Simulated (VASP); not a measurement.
# Sr2C (Fm-3m) in VASP: further runs

Sr2C is run at these levels: PBE, LDA; tasks: single point.

All numbers are computed with VASP 6.6.1; they aren't measurements. Logs are shortened: lines on timing, memory, paths and dates and some standing lists are left out, and cuts for length are marked.

### Step 1. The cell of the first run

It takes space group Fm-3m (No. 225, cubic). Conventional cell: a = 6.720 Å, b = 6.720 Å, c = 6.720 Å, α = 90.00°, β = 90.00°, γ = 90.00°. C (site symmetry m-3m) has 8 Sr at 2.91 Å within 3.8 Å. Sr (site symmetry -43m) has 4 C at 2.91 Å and 6 Sr at 3.36 Å within 3.8 Å.

### Step 2. Single point, PBE

INCAR reads:

```
SYSTEM = Sr2C
PREC = Accurate ; ENCUT = 520
EDIFF = 1E-6 ; ISMEAR = -1
SIGMA = 0.02 ; LREAL = .FALSE.
LASPH = .TRUE. ; NELM = 100
ALGO = Normal ; ISIF = 2
LWAVE = .FALSE. ; LCHARG = .FALSE.
GGA = PE ; NBANDS = 19
```

KPOINTS reads:

```
regular mesh
0
G
  6 6 6
  0 0 0
```

POSCAR reads:

```
Sr2C
1.0
    0.0000000000      3.3601424637      3.3601424637
    3.3601424637      0.0000000000      3.3601424637
    3.3601424637      3.3601424637      0.0000000000
C Sr
1 2
Direct
    0.0000000000      0.0000000000      0.0000000000
    0.2500000000      0.2500000000      0.2500000000
    0.7500000000      0.7500000000      0.7500000000
```

Potentials or basis: VASP PAW PBE potentials, release 64 (C, Sr_sv).

Started as:

```console
cat potpaw_PBE.64/C/POTCAR potpaw_PBE.64/Sr_sv/POTCAR > POTCAR
mpirun -np 1 vasp_std > vasp.out
```

OUTCAR:

```text
SYSTEM = Sr2C
   PREC = Accurate
   ENCUT = 520
   EDIFF = 1E-6
   ISMEAR = -1
   LREAL = .FALSE.
   LASPH = .TRUE.
   NELM = 100
   ISIF = 2
   GGA = PE

 ion  position               nearest neighbor table
   1  0.000  0.000  0.000-   3 2.91   3 2.91   3 2.91   2 2.91   3 2.91   2 2.91   2 2.91   2 2.91

   2  0.250  0.250  0.250-   1 2.91   1 2.91   1 2.91   1 2.91   3 3.36   3 3.36   3 3.36   3 3.36
                             3 3.36   3 3.36
   3  0.750  0.750  0.750-   1 2.91   1 2.91   1 2.91   1 2.91   2 3.36   2 3.36   2 3.36   2 3.36
                             2 3.36   2 3.36

  LATTYP: Found a face centered cubic cell.
 ALAT       =     6.7202849274

  Lattice vectors:

 A1 = (   0.0000000000,   3.3601424637,   3.3601424637)
 A2 = (   3.3601424637,   0.0000000000,   3.3601424637)
 A3 = (   3.3601424637,   3.3601424637,   0.0000000000)

Analysis of symmetry for initial positions (statically):
=====================================================================
 Subroutine PRICEL returns:
 Original cell was already a primitive cell.

 Routine SETGRP: Setting up the symmetry group for a
 face centered cubic supercell.

 Subroutine GETGRP returns: Found 48 space group operations
 (whereof 48 operations were pure point group operations)
 out of a pool of 48 trial point group operations.

The static configuration has the point symmetry O_h .

Analysis of symmetry for dynamics (positions and initial velocities):
=====================================================================
 Subroutine PRICEL returns:
 Original cell was already a primitive cell.

 Routine SETGRP: Setting up the symmetry group for a
 face centered cubic supercell.

 Subroutine GETGRP returns: Found 48 space group operations
 (whereof 48 operations were pure point group operations)
 out of a pool of 48 trial point group operations.

The dynamic configuration has the point symmetry O_h .

 Subroutine INISYM returns: Found 48 space group operations
 (whereof 48 operations are pure point group operations),
 and found     1 'primitive' translations

----------------------------------------------------------------------------------------

                                     Primitive cell

  volume of cell :      75.8758

  direct lattice vectors                    reciprocal lattice vectors
     0.000000000  3.360142464  3.360142464    -0.148803215  0.148803215  0.148803215
     3.360142464  0.000000000  3.360142464     0.148803215 -0.148803215  0.148803215
[... 76 lines left out ...]
   ENCUT  =  520.0 eV  38.22 Ry    6.18 a.u.   8.84  8.84  8.84*2*pi/ulx,y,z
   NELM   =    100;   NELMIN=  2; NELMDL= -5     # of ELM steps
   EDIFF  = 0.1E-05   stopping-criterion for ELM
   LREAL  =      F    real-space projection
   EDIFFG = 0.1E-04   stopping-criterion for IOM
   NSW    =      0    number of steps for IOM
   IBRION =     -1    ionic relax: 0-MD 1-quasi-New 2-CG
   NFREE  =      0    steps in history (QN), initial steepest desc. (CG)
   ISIF   =      2    stress and relaxation
   ISYM   =      2    0-nonsym 1-usesym 2-fastsym
   POTIM  = 0.5000    time-step for ionic-motion
   TEBEG  =    0.0;   TEEND  =   0.0 temperature during run
   PSTRESS=    0.0 pullay stress
   NELECT =      24.0000    total number of electrons
   NUPDOWN=      -1.0000    fix difference up-down
   EMIN   =  10.00;   EMAX   =-10.00  energy-range for DOS
   EFERMI =   0.00;   METHOD = LEGACY
   ISMEAR =    -1;   SIGMA  =   0.02  broadening in eV -4-tet -1-fermi 0-gaus
   EFERMI_NEDOS =   21; number of points for ismear=-14 and -15
   IALGO  =     38    algorithm
   IMIX   =      4    mixing-type and parameters
     AMIX     =   0.40;   BMIX     =  1.00
     AMIX_MAG =   1.60;   BMIX_MAG =  1.00
  volume/ion in A,a.u.               =      25.29       170.68
  Fermi-wavevector in a.u.,A,eV,Ry     =   1.115435  2.107866 16.928300  1.244195
  Thomas-Fermi vector in A             =   2.252040
   LORBIT       =      0    0 simple, 1 ext, 2 COOP (PROOUT), +10 PAW based schemes
   GGA     = PE    functional components
   LHFCALC =     F    Hartree Fock is set to
   AEXX    =    0.0000 exact exchange contribution
   IVDW    =     0    specifies the selected vdW correction
   LEPSILON=     F    determine dielectric tensor
   LRPA    =     F    only Hartree local field effects (RPA)
 non-spin polarized calculation
  energy-cutoff  :      520.00
  volume of cell :       75.88
 maximum number of plane-waves:      2085
   NGX = 17   NGY = 17   NGZ = 17

 number of electron      24.0000000 magnetization

 Free energy of the ion-electron system (eV)
  ---------------------------------------------------
  ext. energy  EPLUGINS =         0.00000000
  ---------------------------------------------------
  free energy    TOTEN  =       -10.62361529 eV

  energy without entropy =      -10.62205555  energy(sigma->0) =      -10.62283542

 E-fermi :   2.9780     XC(G=0):  -9.1494

 val. band max:        2.9146264286   @ k =  -0.3333   0.5000   0.1667
 cond. band min:       2.9885369688   @ k =   0.5000   0.5000   0.0000
 fundamental gap:      0.0739105402
 Fermi energy:         2.9780290790

 k-point     1 :       0.0000    0.0000    0.0000
  band No.  band energies     occupation
      1     -32.3940      2.00000
      2     -32.1242      2.00000
      3     -14.6464      2.00000
      4     -14.6464      2.00000
      5     -14.6464      2.00000
      6     -13.9964      2.00000
[... 329 lines left out ...]
      6     -14.1396      2.00000
[... 11 lines left out ...]
     18       7.4923      0.00000
     19       8.7404      0.00000

------------------------ aborting loop because EDIFF is reached ----------------------------------------

  FORCE on cell =-STRESS in cart. coord.  units (eV):
  Direction    XX          YY          ZZ          XY          YZ          ZX
  --------------------------------------------------------------------------------------
  -------------------------------------------------------------------------------------
  Total        0.2625172      0.2625172      0.2625172      0.0000000      0.0000000      0.0000000
  in kB        5.5432610      5.5432610      5.5432610      0.0000000      0.0000000      0.0000000
  external PRESSURE =       5.5432610 kB  Pullay stress =       0.0000000 kB

 VOLUME and BASIS-vectors are now :
 -----------------------------------------------------------------------------
  energy-cutoff  :      520.00
  volume of cell :       75.88
      direct lattice vectors                 reciprocal lattice vectors
     0.000000000  3.360142464  3.360142464    -0.148803215  0.148803215  0.148803215
     3.360142464  0.000000000  3.360142464     0.148803215 -0.148803215  0.148803215
     3.360142464  3.360142464  0.000000000     0.148803215  0.148803215 -0.148803215

 POSITION                                       TOTAL-FORCE (eV/Angst)
 -----------------------------------------------------------------------------------
      0.00000      0.00000      0.00000        -0.000000      0.000000     -0.000000
      1.68007      1.68007      1.68007        -0.000000     -0.000000      0.000000
      5.04021      5.04021      5.04021         0.000000      0.000000     -0.000000
 -----------------------------------------------------------------------------------
    total drift:                                0.000000      0.000000      0.000000

  FREE ENERGIE OF THE ION-ELECTRON SYSTEM (eV)
  ---------------------------------------------------
  free  energy   TOTEN  =       -10.6236152914 eV

  energy  without entropy=      -10.6220555542  energy(sigma->0) =      -10.62283542
```

stdout:

```text
POSCAR found type information on POSCAR C Sr
 POSCAR found :  2 types and       3 ions
 scaLAPACK will be used
 LDA part: xc-table for (Slater+PW92), standard interpolation
 POSCAR, INCAR and KPOINTS ok, starting setup
 FFT: planning ... GRIDC
 FFT: planning ... GRID_SOFT
 FFT: planning ... GRID
 WAVECAR not read
 entering main loop
```

It took 21 s on 1 thread of AMD EPYC 9R14 (Zen 4), shared host; peak memory 0.18 GiB.

Results:

```
Free energy            : -10.6236 eV
Pressure               : 0.6 GPa
Band gap on the k mesh : zero (bands 12 and 13 overlap by 0.10 eV)
```

Levels at points of the mesh, in eV from the Fermi level:
```csv
k point,band 9,band 10,band 11,band 12,band 13,band 14,band 15,band 16
"(0.00, 0.00, 0.00)",-8.25,-1.40,-1.40,-1.40,-0.09,1.30,1.30,5.14
"(0.50, 0.00, 0.00)",-7.73,-1.62,-0.57,-0.57,1.99,2.70,2.70,3.59
"(0.50, 0.50, 0.00)",-7.67,-2.01,-0.07,0.01,0.01,2.08,2.25,4.67
```

### Step 3. Single point, LDA

INCAR reads:

```
ALGO = Normal ; EDIFF = 1E-7
ENCUT = 520 ; ISIF = 2
ISMEAR = -1 ; LASPH = True
LCHARG = False ; LREAL = False
LWAVE = False ; NBANDS = 19
NELM = 100 ; PREC = Accurate
SIGMA = 0.02
```

KPOINTS reads:

```
k-points
0
Gamma
  6 6 6
```

POSCAR is that of step 2.

Potentials or basis: VASP PAW LDA potentials, release 64 (C, Sr_sv).

Started as:

```console
cat potpaw_LDA.64/C/POTCAR potpaw_LDA.64/Sr_sv/POTCAR > POTCAR
mpirun -np 1 vasp_std > vasp.out
```

Wall time 19 s (1 thread of AMD EPYC 9R14 (Zen 4), shared host); peak memory 0.15 GiB.

It converged, with:

| Quantity | Value |
| --- | --- |
| Free energy | -12.2728 eV |
| Pressure | -3.3 GPa |
| Band gap on the k mesh | zero (bands 12 and 13 overlap by 0.10 eV) |

Levels at points of the mesh, in eV from the Fermi level:
```
           k point  band 8  band 9  band 10  band 11  band 12  band 13  band 14  band 15  band 16  band 17
(0.00, 0.00, 0.00)  -16.85   -8.11    -1.42    -1.42    -1.42    -0.09     1.16     1.16     5.08     5.08
(0.50, 0.00, 0.00)  -17.22   -7.56    -1.64    -0.59    -0.59     1.97     2.62     2.62     3.46     4.32
(0.50, 0.50, 0.00)  -16.67   -7.49    -2.08    -0.06     0.01     0.01     1.90     2.10     4.60     4.60
```

Caveat: the cell stands under tension.
